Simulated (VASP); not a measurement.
# HfS2 (P-3m1) in VASP: a series of runs, part 2 of 2

VASP 6.6.1. Earlier steps stand in the parts before.

### 3 Single point, PBE+D3(BJ) (strain -0.0300 x Voigt [0, 0, 1, 0, 0, 0])

INCAR

```
SYSTEM = HfS2
  ALGO = Normal
  EDIFF = 1E-6
  ENCUT = 500
  GGA = PE
  GGA_COMPAT = .FALSE.
  ISIF = 2
  ISMEAR = 0
  IVDW = 12
  LASPH = .TRUE.
  LCHARG = .FALSE.
  LREAL = .FALSE.
  LWAVE = .FALSE.
  NBANDS = 18
  NELM = 120
  PREC = Accurate
  SIGMA = 0.05
```

KPOINTS

```
k-points
0
G
  12 12 6
  0 0 0
```

POSCAR

```
HfS2
1.0
    3.6058628441      0.0000000000      0.0000000000
   -1.8029314221      3.1227688256      0.0000000000
    0.0000000000      0.0000000000      5.5972761161
Hf S
1 2
Direct
    0.0000000000      0.0000000000      0.0000000000
    0.6666666667      0.3333333333      0.7476059866
    0.3333333333      0.6666666667      0.2523940134
```

Potentials or basis: VASP PAW PBE potentials, release 64 (Hf_pv, S).

The run is started by

```bash
$ cat potpaw_PBE.64/Hf_pv/POTCAR potpaw_PBE.64/S/POTCAR > POTCAR
$ mpirun -np 1 vasp_std > vasp.out
```

OUTCAR:

```text
SYSTEM = HfS2
   EDIFF = 1E-6
   ENCUT = 500
   GGA = PE
   ISIF = 2
   ISMEAR = 0
   IVDW = 12
   LASPH = .TRUE.
   LREAL = .FALSE.
   NELM = 120
   PREC = Accurate
 IVDW          = 12

 ion  position               nearest neighbor table
   1  0.000  0.000  0.000-   2 2.52   3 2.52   2 2.52   3 2.52   2 2.52   3 2.52
   2  0.667  0.333  0.748-   1 2.52   1 2.52   1 2.52
   3  0.333  0.667  0.252-   1 2.52   1 2.52   1 2.52

  LATTYP: Found a hexagonal cell.
 ALAT       =     3.6058628441
 C/A-ratio  =     1.5522709427

  Lattice vectors:

 A1 = (   3.6058628441,   0.0000000000,   0.0000000000)
 A2 = (  -1.8029314221,   3.1227688256,   0.0000000000)
 A3 = (   0.0000000000,   0.0000000000,   5.5972761161)

Analysis of symmetry for initial positions (statically):
=====================================================================
 Subroutine PRICEL returns:
 Original cell was already a primitive cell.

 Routine SETGRP: Setting up the symmetry group for a
 hexagonal supercell.

 Subroutine GETGRP returns: Found 12 space group operations
 (whereof 12 operations were pure point group operations)
 out of a pool of 24 trial point group operations.

The static configuration has the point symmetry D_3d.

Analysis of symmetry for dynamics (positions and initial velocities):
=====================================================================
 Subroutine PRICEL returns:
 Original cell was already a primitive cell.

 Routine SETGRP: Setting up the symmetry group for a
 hexagonal supercell.

 Subroutine GETGRP returns: Found 12 space group operations
 (whereof 12 operations were pure point group operations)
 out of a pool of 24 trial point group operations.

The dynamic configuration has the point symmetry D_3d.

[... 115 lines left out ...]
   ISMEAR =     0;   SIGMA  =   0.05  broadening in eV -4-tet -1-fermi 0-gaus
   EFERMI_NEDOS =   21; number of points for ismear=-14 and -15
   IALGO  =     38    algorithm
   IMIX   =      4    mixing-type and parameters
     AMIX     =   0.40;   BMIX     =  1.00
     AMIX_MAG =   1.60;   BMIX_MAG =  1.00
  volume/ion in A,a.u.               =      21.01       141.78
  Fermi-wavevector in a.u.,A,eV,Ry     =   1.152676  2.178241 18.077534  1.328661
  Thomas-Fermi vector in A             =   2.289325
   LORBIT       =      0    0 simple, 1 ext, 2 COOP (PROOUT), +10 PAW based schemes
   GGA     = PE    functional components
   LHFCALC =     F    Hartree Fock is set to
   AEXX    =    0.0000 exact exchange contribution
   IVDW    =    12    specifies the selected vdW correction
   LEPSILON=     F    determine dielectric tensor
   LRPA    =     F    only Hartree local field effects (RPA)
 non-spin polarized calculation
 Gauss-broadening in eV      SIGMA  =   0.05
  energy-cutoff  :      500.00
  volume of cell :       63.03
 maximum number of plane-waves:      1641
 NGX is ok and might be reduce to    28
   NGX = 13   NGY = 13   NGZ = 21

 number of electron      22.0000001 magnetization

 Free energy of the ion-electron system (eV)
  ---------------------------------------------------
  ext. energy  EPLUGINS =         0.00000000
  ---------------------------------------------------
  free energy    TOTEN  =       -22.80933720 eV

  energy without entropy =      -22.80933720  energy(sigma->0) =      -22.80933720

 E-fermi :   4.3356     XC(G=0):  -9.9796

 val. band max:        4.1381915535   @ k =   0.0000   0.0000   0.0000
 cond. band min:       4.9668169412   @ k =   0.5000  -0.0000   0.5000
 fundamental gap:      0.8286253877
 Fermi energy:         4.3356453508

 k-point     1 :       0.0000    0.0000    0.0000
  band No.  band energies     occupation
      1     -26.7875      2.00000
      2     -26.6608      2.00000
      3     -26.6608      2.00000
      4      -9.4699      2.00000
      5      -7.4673      2.00000
      6      -1.1632      2.00000
[... 481 lines left out ...]
      5      -7.6412      2.00000
      6      -0.6353      2.00000
[... 10 lines left out ...]
     17      10.8658      0.00000
     18      11.6477      0.00000

 [... further k-points ...]

------------------------ aborting loop because EDIFF is reached ----------------------------------------

 Edisp (eV)   -1.05683

 E8    (eV) :    -0.4565

  FORCE on cell =-STRESS in cart. coord.  units (eV):
  Direction    XX          YY          ZZ          XY          YZ          ZX
  --------------------------------------------------------------------------------------
  -------------------------------------------------------------------------------------
  Total       0.65272     0.65272     1.54419    -0.00000    -0.00000    -0.00000
  in kB      16.59259    16.59259    39.25419    -0.00000    -0.00000    -0.00000
  external pressure =       24.15 kB  Pullay stress =        0.00 kB

 VOLUME and BASIS-vectors are now :
 -----------------------------------------------------------------------------
  energy-cutoff  :      500.00
  volume of cell :       63.03
      direct lattice vectors                 reciprocal lattice vectors
     3.605862844  0.000000000  0.000000000     0.277326133  0.160114318  0.000000000
    -1.802931422  3.122768826  0.000000000     0.000000000  0.320228635  0.000000000
     0.000000000  0.000000000  5.597276116     0.000000000  0.000000000  0.178658329

 POSITION                                       TOTAL-FORCE (eV/Angst)
 -----------------------------------------------------------------------------------
      0.00000      0.00000      0.00000         0.000000      0.000000      0.000000
      1.80293      1.04092      4.18456        -0.000000     -0.000000     -0.422342
     -0.00000      2.08185      1.41272        -0.000000      0.000000      0.422342
 -----------------------------------------------------------------------------------
    total drift:                               -0.000000      0.000000      0.000000

  FREE ENERGIE OF THE ION-ELECTRON SYSTEM (eV)
  ---------------------------------------------------
  free  energy   TOTEN  =       -23.8661660024 eV

  energy  without entropy=      -23.8661660024  energy(sigma->0) =      -23.86616600
```

Wall time 39 s (1 thread of Intel Xeon 6975P-C (Granite Rapids), shared host); peak memory 0.25 GiB.

What came out:

| Item | Value |
| --- | --- |
| Free energy | -23.8662 eV |
| Pressure | 2.4 GPa |
| Largest force | 0.422 eV/Å |
| Band gap on the k mesh | 0.83 eV, indirect (least direct gap 1.71 eV) |
| Dispersion energy per atom | -0.352 eV |

Forces in eV/Å, atoms in the order of the input:
```
Hf   0.000  0.000  0.000
S    0.000  0.000 -0.422
S    0.000  0.000  0.422
```

Levels at points of the mesh, in eV from the valence-band top:
```
           k point  band 7  band 8  band 9  band 10  band 11  band 12  band 13  band 14  band 15  band 16
(0.00, 0.00, 0.00)   -3.23   -3.23   -0.35    -0.35     0.00     1.71     1.71     2.44     5.19     5.19
(0.50, 0.00, 0.00)   -3.08   -2.89   -2.81    -2.43    -1.74     0.94     3.84     3.84     6.24     6.48
(0.00, 0.00, 0.50)   -3.16   -3.16   -2.26    -0.56    -0.56     1.64     1.64     2.68     5.86     5.86
(0.50, 0.00, 0.50)   -3.98   -3.06   -2.63    -1.34    -1.00     0.83     3.81     3.90     5.43     5.68
```

Caveat: the cell differs from its parent crystal (strain -0.0300 x Voigt [0, 0, 1, 0, 0, 0]); spin-orbit coupling is left out, which moves the levels of the heavy elements. A k mesh can miss the band edges.

### 4 Single point, PBE+D3(BJ) (strain -0.0200 x Voigt [0, 0, 1, 0, 0, 0])

INCAR

```
SYSTEM = HfS2
PREC = Accurate ; ENCUT = 500
EDIFF = 1E-6 ; ISMEAR = 0
SIGMA = 0.05 ; LREAL = .FALSE.
LASPH = .TRUE. ; NELM = 120
ALGO = Normal ; ISIF = 2
LWAVE = .FALSE. ; LCHARG = .FALSE.
GGA = PE ; IVDW = 12
NBANDS = 18 ; GGA_COMPAT = .FALSE.
```

KPOINTS

```
regular mesh
0
G
  12 12 6
  0 0 0
```

Edit POSCAR of step 3 so:

```diff
@@ -4,3 +4,3 @@
    -1.8029314221      3.1227688256      0.0000000000
-    0.0000000000      0.0000000000      5.5972761161
+    0.0000000000      0.0000000000      5.6549799936
 Hf S
```

The run is started by

```bash
$ cat potpaw_PBE.64/Hf_pv/POTCAR potpaw_PBE.64/S/POTCAR > POTCAR
$ mpirun -np 1 vasp_std > vasp.out
```

It took 41 s on 1 thread of Intel Xeon 6975P-C (Granite Rapids), shared host; peak memory 0.25 GiB.

It converged, with:

```yaml
Free_energy: -23.8792 eV
Pressure: 1.4 GPa
Largest_force: 0.259 eV/Å
Band_gap_on_the_k_mesh: 0.84 eV, indirect (least direct gap 1.77 eV)
Dispersion_energy_per_atom: -0.348 eV
```

Forces on the atoms (eV/Å):
```
Hf   0.000  0.000  0.000
S    0.000  0.000 -0.259
S    0.000  0.000  0.259
```

Stress tensor (GPa, compression positive):
```
0.84 0.00 0.00
0.00 0.84 0.00
0.00 0.00 2.40
```

Levels at points of the mesh, in eV from the valence-band top:
| k point | band 8 | band 9 | band 10 | band 11 | band 12 | band 13 | band 14 | band 15 |
| --- | --- | --- | --- | --- | --- | --- | --- | --- |
| (0.00, 0.00, 0.00) | -3.10 | -0.29 | -0.29 | 0.00 | 1.77 | 1.77 | 2.44 | 5.19 |
| (0.50, 0.00, 0.00) | -2.83 | -2.73 | -2.35 | -1.65 | 0.97 | 3.90 | 3.92 | 6.20 |
| (0.00, 0.00, 0.50) | -3.04 | -2.21 | -0.49 | -0.49 | 1.70 | 1.70 | 2.70 | 5.82 |
| (0.50, 0.00, 0.50) | -2.96 | -2.60 | -1.27 | -0.98 | 0.84 | 3.87 | 3.97 | 5.46 |

Caveat: the cell differs from its parent crystal (strain -0.0200 x Voigt [0, 0, 1, 0, 0, 0]); spin-orbit coupling is left out, which moves the levels of the heavy elements.

### 5 Single point, PBE+D3(BJ) (strain -0.0100 x Voigt [0, 0, 1, 0, 0, 0])

INCAR

```
  PREC = Accurate
  ENCUT = 500
  EDIFF = 1E-6
  ISMEAR = 0
  SIGMA = 0.05
  LREAL = False
  LASPH = True
  NELM = 120
  ALGO = Normal
  ISIF = 2
  LWAVE = False
  LCHARG = False
  GGA = PE
  IVDW = 12
  NBANDS = 18
  GGA_COMPAT = False
```

KPOINTS

```
Automatic mesh
0
Gamma
  12 12 6
```

Edit POSCAR of step 4 so:

```diff
@@ -4,3 +4,3 @@
    -1.8029314221      3.1227688256      0.0000000000
-    0.0000000000      0.0000000000      5.6549799936
+    0.0000000000      0.0000000000      5.7126838711
 Hf S
```

The run is started by

```bash
$ cat potpaw_PBE.64/Hf_pv/POTCAR potpaw_PBE.64/S/POTCAR > POTCAR
$ mpirun -np 1 vasp_std > vasp.out
```

Run time: 39 s. Hardware: 1 thread of Intel Xeon 6975P-C (Granite Rapids), shared host; peak memory 0.25 GiB.

It converged, with:

| Item | Value |
| --- | --- |
| Free energy | -23.8861 eV |
| Pressure | 0.4 GPa |
| Largest force | 0.097 eV/Å |
| Band gap on the k mesh | 0.86 eV, indirect (least direct gap 1.80 eV) |
| Dispersion energy per atom | -0.344 eV |

Forces on the atoms (eV/Å):
```
Hf   0.000  0.000  0.000
S    0.000  0.000 -0.097
S    0.000  0.000  0.097
```

Stress tensor (GPa, compression positive):
```
0.08 0.00 0.00
0.00 0.08 0.00
0.00 0.00 0.91
```

Levels at points of the mesh, in eV from the valence-band top:
| k point | band 7 | band 8 | band 9 | band 10 | band 11 | band 12 | band 13 | band 14 | band 15 | band 16 |
| --- | --- | --- | --- | --- | --- | --- | --- | --- | --- | --- |
| (0.00, 0.00, 0.00) | -2.98 | -2.98 | -0.23 | -0.23 | 0.00 | 1.83 | 1.83 | 2.43 | 5.19 | 5.19 |
| (0.50, 0.00, 0.00) | -3.00 | -2.77 | -2.65 | -2.28 | -1.56 | 1.00 | 3.95 | 4.00 | 6.17 | 6.42 |
| (0.00, 0.00, 0.50) | -2.93 | -2.93 | -2.15 | -0.42 | -0.42 | 1.76 | 1.76 | 2.71 | 5.78 | 5.78 |
| (0.50, 0.00, 0.50) | -3.81 | -2.87 | -2.56 | -1.20 | -0.97 | 0.86 | 3.93 | 4.05 | 5.50 | 5.69 |

Caveat: the cell differs from its parent crystal (strain -0.0100 x Voigt [0, 0, 1, 0, 0, 0]); spin-orbit coupling is left out, which moves the levels of the heavy elements. A k mesh can miss the band edges.

### 6 The runs side by side

| cell | gap on the mesh (eV) | pressure (GPa) | largest force (eV/Å) |
| --- | --- | --- | --- |
| a = 3.606, b = 3.606, c = 5.540 Å, angles 90.0, 90.0, 120.0°, 3 atoms | 0.81 | 3.5 | 0.59 |
| a = 3.606, b = 3.606, c = 5.597 Å, angles 90.0, 90.0, 120.0°, 3 atoms | 0.83 | 2.4 | 0.42 |
| a = 3.606, b = 3.606, c = 5.655 Å, angles 90.0, 90.0, 120.0°, 3 atoms | 0.84 | 1.4 | 0.26 |
| a = 3.606, b = 3.606, c = 5.713 Å, angles 90.0, 90.0, 120.0°, 3 atoms | 0.86 | 0.4 | 0.10 |

Alike in all rows: task single point; level PBE+D3(BJ); potentials or basis VASP PAW PBE potentials, release 64 (Hf_pv, S); no spin polarisation; k mesh 12 × 12 × 6; cutoff (eV) 500; smearing gaussian 0.05 eV.

Caveats: spin-orbit coupling is left out, which moves the levels of the heavy elements.

Total energies depend on the potentials used, so only differences within one code and one set of settings carry meaning.
